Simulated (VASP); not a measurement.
Ta6F, 7 atoms in the cell. The cell holds a slab with vacuum, 7 atoms: a = 4.600 Å, b = 4.600 Å, c = 21.402 Å, α = 90.00°, β = 90.00°, γ = 120.00°. 

```yaml
Program: VASP 6.6.1
Task: single point
Functional: LDA
Potentials_or_basis: VASP PAW LDA potentials, release 64 (Ta_pv, F)
Cutoff: 520 eV
k_mesh: 6 × 6 × 1
Occupations: gaussian, width 0.1 eV
Spin: collinear spin
Starting_moments: "[0.0, 0.0, 0.0, 0.0, 0.0, 0.0, 1.0] μB"
Dipole_correction: yes
Further_INCAR_settings: ALGO = Normal; EDIFF = 1e-06; NBANDS = 50
```

Potentials or basis: VASP PAW LDA potentials, release 64 (Ta_pv, F).

Launch:

```sh
$ cat potpaw_LDA.64/Ta_pv/POTCAR potpaw_LDA.64/F/POTCAR > POTCAR
$ mpirun -np 1 vasp_std > vasp.out
```

Hardware: 1 thread of Intel Xeon 8259CL (shared host).

Q: How long does it take, and how much memory?

A: It took 31 min on 1 thread of Intel Xeon 8259CL, on a shared host, peak memory 0.55 GiB. Counts: scf iterations 53, k points 7.
